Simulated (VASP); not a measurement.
# Cd (P6_3/mmc) in VASP: a series of runs

The runs below take Cd through single point, relaxation of cell and atoms, with PBEsol, PBE+D3(BJ), RPBE, LDA.

All numbers are computed with VASP 6.6.1; they aren't measurements. Logs are shortened: lines on timing, memory, paths and dates and some standing lists are left out, and cuts for length are marked.

### Step 1. The cell of the first run

Symmetry: P6_3/mmc, No. 194, hexagonal system. Conventional cell: a = 2.979 Å, b = 2.979 Å, c = 5.618 Å, α = 90.00°, β = 90.00°, γ = 120.00°. Cd (site symmetry -6m2) has 12 Cd at 2.98 to 3.29 Å within 3.9 Å.

### Step 2. Single point, PBEsol, non-collinear spin, zero start, spin-orbit coupling

Input file INCAR:

```
SYSTEM = Cd
  ALGO = Normal
  EDIFF = 1E-6
  ENCUT = 500
  GGA = PS
  GGA_COMPAT = .FALSE.
  ISIF = 2
  ISMEAR = -1
  LASPH = .TRUE.
  LCHARG = .TRUE.
  LORBIT = 11
  LORBMOM = .TRUE.
  LREAL = .FALSE.
  LSORBIT = .TRUE.
  LVHAR = .TRUE.
  LWAVE = .FALSE.
  MAGMOM = 0 0 0 0 0 0
  NBANDS = 36
  NELM = 200
  PREC = Accurate
  SIGMA = 0.05
```

Input file KPOINTS:

```
k-points
0
G
  10 10 5
  0 0 0
```

Input file POSCAR:

```
Cd
1.0
    2.9788700000      0.0000000000      0.0000000000
   -1.4894350000      2.5797770946      0.0000000000
    0.0000000000      0.0000000000      5.6176500000
Cd
2
Direct
    0.6666666667      0.3333333333      0.7500000000
    0.3333333333      0.6666666667      0.2500000000
```

Potentials or basis: VASP PAW PBE potentials, release 64 (Cd).

Command:

```console
cat potpaw_PBE.64/Cd/POTCAR > POTCAR
mpirun -np 1 vasp_ncl > vasp.out
```

OUTCAR:

```text
SYSTEM = Cd
   EDIFF = 1E-6
   ENCUT = 500
   GGA = PS
   ISIF = 2
   ISMEAR = -1
   LASPH = .TRUE.
   LORBIT = 11
   LREAL = .FALSE.
   LSORBIT = .TRUE.
   NELM = 200
   PREC = Accurate

 ion  position               nearest neighbor table
   1  0.667  0.333  0.750-   2 3.29   2 3.29   2 3.29   2 3.29   2 3.29   2 3.29
   2  0.333  0.667  0.250-   1 3.29   1 3.29   1 3.29   1 3.29   1 3.29   1 3.29

  LATTYP: Found a hexagonal cell.
 ALAT       =     2.9788700000
 C/A-ratio  =     1.8858325472

  Lattice vectors:

 A1 = (   2.9788700000,   0.0000000000,   0.0000000000)
 A2 = (  -1.4894350000,   2.5797770946,   0.0000000000)
 A3 = (   0.0000000000,   0.0000000000,   5.6176500000)

Analysis of symmetry for initial positions (statically):
=====================================================================
 Subroutine PRICEL returns:
 Original cell was already a primitive cell.

 Routine SETGRP: Setting up the symmetry group for a
 hexagonal supercell.

 Subroutine GETGRP returns: Found 24 space group operations
 (whereof 12 operations were pure point group operations)
 out of a pool of 24 trial point group operations.

The static configuration has the point symmetry D_3d.
 The point group associated with its full space group is D_6h.

Analysis of symmetry for dynamics (positions and initial velocities):
=====================================================================
 Subroutine PRICEL returns:
 Original cell was already a primitive cell.

 Routine SETGRP: Setting up the symmetry group for a
 hexagonal supercell.

 Subroutine GETGRP returns: Found 24 space group operations
 (whereof 12 operations were pure point group operations)
 out of a pool of 24 trial point group operations.

The dynamic configuration has the point symmetry D_3d.
 The point group associated with its full space group is D_6h.

Analysis of structural, dynamic, and magnetic symmetry:
=====================================================================
 Subroutine PRICEL returns:
 Original cell was already a primitive cell.

 Routine SETGRP: Setting up the symmetry group for a
 hexagonal supercell.

 Subroutine GETGRP returns: Found 24 space group operations
 (whereof 12 operations were pure point group operations)
 out of a pool of 24 trial point group operations.

The overall configuration has the point symmetry D_3d.
 The point group associated with its full space group is D_6h.

 Subroutine INISYM returns: Found 24 space group operations
 (whereof 12 operations are pure point group operations),
 and found     1 'primitive' translations

----------------------------------------------------------------------------------------

                                     Primitive cell

  volume of cell :      43.1706

  direct lattice vectors                    reciprocal lattice vectors
     2.978870000  0.000000000  0.000000000     0.335697765  0.193815195  0.000000000
    -1.489435000  2.579777095  0.000000000     0.000000000  0.387630389  0.000000000
     0.000000000  0.000000000  5.617650000     0.000000000  0.000000000  0.178010378

  length of vectors
     2.978870000  2.978870000  5.617650000     0.387630390  0.387630389  0.178010378

  position of ions in fractional coordinates (direct lattice)
     0.666666667  0.333333333  0.750000000
     0.333333333  0.666666667  0.250000000

  ion indices of the primitive-cell ions
   primitive index   ion index
                 1           1
                 2           2

----------------------------------------------------------------------------------------

 KPOINTS: k-points

Automatic generation of k-mesh.
 Grid dimensions read from file:
 generate k-points for:   10   10    5

 Generating k-lattice:

  Cartesian coordinates                     Fractional coordinates (reciprocal lattice)
     0.033569776  0.019381519  0.000000000     0.100000000  0.000000000  0.000000000
     0.000000000  0.038763039  0.000000000     0.000000000  0.100000000  0.000000000
     0.000000000  0.000000000  0.035602076     0.000000000  0.000000000  0.200000000

  Length of vectors
     0.038763039  0.038763039  0.035602076

  Shift w.r.t. Gamma in fractional coordinates (k-lattice)
     0.000000000  0.000000000  0.000000000

 Subroutine IBZKPT returns following result:
 ===========================================

 Found     42 irreducible k-points:

 Following reciprocal coordinates:
            Coordinates               Weight
  0.000000  0.000000  0.000000      1.000000
  0.100000  0.000000  0.000000      6.000000
  0.200000  0.000000  0.000000      6.000000
  0.300000  0.000000  0.000000      6.000000
[... 47 lines left out ...]
   POTIM  = 0.5000    time-step for ionic-motion
   TEBEG  =    0.0;   TEEND  =   0.0 temperature during run
   PSTRESS=    0.0 pullay stress
   NELECT =      24.0000    total number of electrons
   NUPDOWN=      -1.0000    fix difference up-down
   EMIN   =  10.00;   EMAX   =-10.00  energy-range for DOS
   EFERMI =   0.00;   METHOD = LEGACY
   ISMEAR =    -1;   SIGMA  =   0.05  broadening in eV -4-tet -1-fermi 0-gaus
   EFERMI_NEDOS =   21; number of points for ismear=-14 and -15
   IALGO  =     38    algorithm
   IMIX   =      4    mixing-type and parameters
     AMIX     =   0.40;   BMIX     =  1.00
     AMIX_MAG =   1.60;   BMIX_MAG =  1.00
  volume/ion in A,a.u.               =      21.59       145.66
  Fermi-wavevector in a.u.,A,eV,Ry     =   1.346116  2.543790 24.654136  1.812028
  Thomas-Fermi vector in A             =   2.473974
   LORBIT       =     11    0 simple, 1 ext, 2 COOP (PROOUT), +10 PAW based schemes
   GGA     = PS    functional components
   LHFCALC =     F    Hartree Fock is set to
   AEXX    =    0.0000 exact exchange contribution
   IVDW    =     0    specifies the selected vdW correction
   LEPSILON=     F    determine dielectric tensor
   LRPA    =     F    only Hartree local field effects (RPA)
  energy-cutoff  :      500.00
  volume of cell :       43.17
 maximum number of plane-waves:      2262
 NGX is ok and might be reduce to    24
   NGX = 11   NGY = 11   NGZ = 21

 number of electron      24.0000000 magnetization       0.0000000      0.0000000      0.0000000

 number of electron      23.9999993 magnetization      -0.0000000     -0.0000000     -0.0000000

 number of electron      23.9999993 magnetization      -0.0000000      0.0000000      0.0000000

 number of electron      23.9999993 magnetization       0.0000000     -0.0000000     -0.0000000

 Free energy of the ion-electron system (eV)
  ---------------------------------------------------
  ext. energy  EPLUGINS =         0.00000000
  ---------------------------------------------------
  free energy    TOTEN  =        -2.47008266 eV

  energy without entropy =       -2.46788679  energy(sigma->0) =       -2.46898472

 E-fermi :   2.6403     XC(G=0): -11.2105

 val. band max:        2.4501353010   @ k =   0.3000   0.2000   0.2000
 cond. band min:       2.6557867684   @ k =   0.3000   0.0000   0.0000
 fundamental gap:      0.2056514675
 Fermi energy:         2.6402847999

 k-point     1 :       0.0000    0.0000    0.0000
  band No.  band energies     occupation
      1      -7.1260      1.00000
      2      -7.1260      1.00000
      3      -6.8985      1.00000
      4      -6.8985      1.00000
      5      -6.7392      1.00000
      6      -6.7392      1.00000
[... 925 lines left out ...]
     35      12.7758      0.00000
     36      12.7758      0.00000

 [... further k-points ...]

------------------------ aborting loop because EDIFF is reached ----------------------------------------

  FORCE on cell =-STRESS in cart. coord.  units (eV):
  Direction    XX          YY          ZZ          XY          YZ          ZX
  --------------------------------------------------------------------------------------
  -------------------------------------------------------------------------------------
  Total       -0.2928024     -0.2928024     -0.4931855     -0.0000000     -0.0000000      0.0000000
  in kB      -10.8666798    -10.8666798    -18.3034285     -0.0000000     -0.0000000      0.0000000
  external PRESSURE =     -13.3455961 kB  Pullay stress =       0.0000000 kB

 VOLUME and BASIS-vectors are now :
 -----------------------------------------------------------------------------
  energy-cutoff  :      500.00
  volume of cell :       43.17
      direct lattice vectors                 reciprocal lattice vectors
     2.978870000  0.000000000  0.000000000     0.335697765  0.193815195  0.000000000
    -1.489435000  2.579777095  0.000000000     0.000000000  0.387630389  0.000000000
     0.000000000  0.000000000  5.617650000     0.000000000  0.000000000  0.178010378

 POSITION                                       TOTAL-FORCE (eV/Angst)
 -----------------------------------------------------------------------------------
      1.48944      0.85993      4.21324         0.000000      0.000000     -0.000000
     -0.00000      1.71985      1.40441        -0.000000     -0.000000      0.000000
 -----------------------------------------------------------------------------------
    total drift:                               -0.000000      0.000000     -0.000000

  FREE ENERGIE OF THE ION-ELECTRON SYSTEM (eV)
  ---------------------------------------------------
  free  energy   TOTEN  =        -2.4700826559 eV

  energy  without entropy=       -2.4678867926  energy(sigma->0) =       -2.46898472

 orbital moment (x)

 # of ion     p       d       tot
 ----------------------------------------
  1         0.000  -0.000  -0.000
  2         0.000  -0.000  -0.000
 ----------------------------------------
            0.000  -0.000  -0.000

 orbital moment (y)

 # of ion     p       d       tot
 ----------------------------------------
  1         0.000  -0.000  -0.000
  2        -0.000  -0.000  -0.000
 ----------------------------------------
            0.000  -0.000  -0.000

 orbital moment (z)

 # of ion     p       d       tot
 ----------------------------------------
  1         0.000  -0.000  -0.000
  2         0.000  -0.000   0.000
 ----------------------------------------
            0.000  -0.000  -0.000

 Spin-Orbit-Coupling matrix elements

 Ion:    1  E_soc:     -0.0601947
 l=   1
     0.0000000    -0.0026916    -0.0029919
    -0.0026916     0.0000000    -0.0026916
    -0.0029919    -0.0026916     0.0000000
 l=   2
     0.0000000    -0.0014631     0.0000000    -0.0014631    -0.0058826
    -0.0014631     0.0000000    -0.0042744    -0.0014382    -0.0014631
     0.0000000    -0.0042744     0.0000000    -0.0042744     0.0000000
    -0.0014631    -0.0014382    -0.0042744     0.0000000    -0.0014631
    -0.0058826    -0.0014631     0.0000000    -0.0014631     0.0000000
 l=   3
     0.0000000     0.0000000     0.0000000     0.0000000     0.0000000     0.0000000     0.0000000
     0.0000000     0.0000000     0.0000000     0.0000000     0.0000000     0.0000000     0.0000000
     0.0000000     0.0000000     0.0000000     0.0000000     0.0000000     0.0000000     0.0000000
     0.0000000     0.0000000     0.0000000     0.0000000     0.0000000     0.0000000     0.0000000
     0.0000000     0.0000000     0.0000000     0.0000000     0.0000000     0.0000000     0.0000000
     0.0000000     0.0000000     0.0000000     0.0000000     0.0000000     0.0000000     0.0000000
     0.0000000     0.0000000     0.0000000     0.0000000     0.0000000     0.0000000     0.0000000

 Ion:    2  E_soc:     -0.0601947
 l=   1
     0.0000000    -0.0026916    -0.0029919
    -0.0026916     0.0000000    -0.0026916
    -0.0029919    -0.0026916     0.0000000
 l=   2
     0.0000000    -0.0014631     0.0000000    -0.0014631    -0.0058826
    -0.0014631     0.0000000    -0.0042744    -0.0014382    -0.0014631
     0.0000000    -0.0042744     0.0000000    -0.0042744     0.0000000
    -0.0014631    -0.0014382    -0.0042744     0.0000000    -0.0014631
    -0.0058826    -0.0014631     0.0000000    -0.0014631     0.0000000
 l=   3
     0.0000000     0.0000000     0.0000000     0.0000000     0.0000000     0.0000000     0.0000000
     0.0000000     0.0000000     0.0000000     0.0000000     0.0000000     0.0000000     0.0000000
     0.0000000     0.0000000     0.0000000     0.0000000     0.0000000     0.0000000     0.0000000
     0.0000000     0.0000000     0.0000000     0.0000000     0.0000000     0.0000000     0.0000000
     0.0000000     0.0000000     0.0000000     0.0000000     0.0000000     0.0000000     0.0000000
     0.0000000     0.0000000     0.0000000     0.0000000     0.0000000     0.0000000     0.0000000
     0.0000000     0.0000000     0.0000000     0.0000000     0.0000000     0.0000000     0.0000000

 total charge

# of ion       s       p       d       tot
------------------------------------------
    1        0.524   0.312   9.480  10.315
    2        0.524   0.312   9.480  10.315
--------------------------------------------------
tot          1.048   0.624  18.960  20.631

 magnetization (x)

# of ion       s       p       d       tot
------------------------------------------
    1        0.000   0.000   0.000   0.000
    2       -0.000   0.000   0.000   0.000
--------------------------------------------------
tot         -0.000   0.000   0.000   0.000

 magnetization (y)

# of ion       s       p       d       tot
------------------------------------------
    1        0.000   0.000  -0.000  -0.000
    2        0.000   0.000  -0.000  -0.000
--------------------------------------------------
tot          0.000   0.000  -0.000  -0.000

 magnetization (z)

# of ion       s       p       d       tot
------------------------------------------
    1        0.000   0.000   0.000   0.000
    2        0.000   0.000   0.000   0.000
--------------------------------------------------
tot          0.000   0.000   0.000   0.000
```

Wall time 2.6 min (1 thread of Intel Xeon Platinum 8259CL at 2.50GHz (Skylake/Cascade Lake), shared host); peak memory 0.29 GiB.

Results:

- Free energy: -2.4701 eV
- Pressure: -1.3 GPa
- Net moment: 0.00 μB per cell
- Valence electrons inside the program's atomic spheres: Cd 10.31

Moments on the atoms (μB; x, y, z):
```
Cd  0.00 0.00 0.00
Cd  0.00 0.00 0.00
```

Caveat: the PAW data sets were made with another functional, which shifts forces and pressure a little.

(Part 1 of 2 ends here.)
